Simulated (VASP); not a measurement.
## HfC: single point with r2SCAN

Crystal: HfC.

```
Hf C
1.0
     3.22835    0.00000    0.00000
    -1.61417    2.79583    0.00000
     0.00000    0.00000    2.89901
Hf C
1 1
Direct
  0.00000 0.00000 0.00000
  0.66667 0.33333 0.50000
```

```json
{
 "Program": "VASP 6.6.1",
 "Task": "single point",
 "Functional": "r2SCAN",
 "Potentials or basis": "VASP PAW PBE potentials, release 64 (Hf_pv, C)",
 "Cutoff": "520 eV",
 "k mesh": "12 × 12 × 12",
 "Occupations": "tetrahedron",
 "Spin": "no spin polarisation",
 "Dipole correction": "no",
 "Further INCAR settings": "ALGO = Normal; EDIFF = 1e-07; NBANDS = 14"
}
```

```yaml
Pressure: -1.2 GPa
Band_gap_on_the_k_mesh: zero (bands 7 and 8 overlap by 0.10 eV)
```

Stress tensor (GPa, compression positive):
```
-0.63  0.00  0.00
 0.00 -0.63  0.00
 0.00  0.00 -2.19
```

Levels at points of the mesh, in eV from the Fermi level:
```csv
k point,band 3,band 4,band 5,band 6,band 7,band 8,band 9,band 10,band 11,band 12
"(0.00, 0.00, 0.00)",-30.52,-12.63,-1.67,-1.67,-1.00,1.80,5.50,6.54,6.54,7.22
"(0.50, 0.00, 0.00)",-30.45,-10.11,-5.04,-0.66,-0.47,0.22,5.78,6.16,6.60,8.67
"(0.00, 0.00, 0.50)",-30.84,-9.14,-6.19,-0.50,-0.50,2.33,2.33,5.63,5.63,6.68
"(0.50, 0.00, 0.50)",-30.96,-9.84,-4.13,-2.47,-2.44,2.03,6.75,7.52,8.27,10.23
```

Wall time 3 min on 1 thread of Intel Xeon 8259CL (shared host), peak memory 0.19 GiB.

Caveat: the PAW data sets were made with another functional, which shifts forces and pressure a little; spin-orbit coupling is left out, which moves the levels of the heavy elements; tetrahedron occupations give inexact forces and stress in metals.
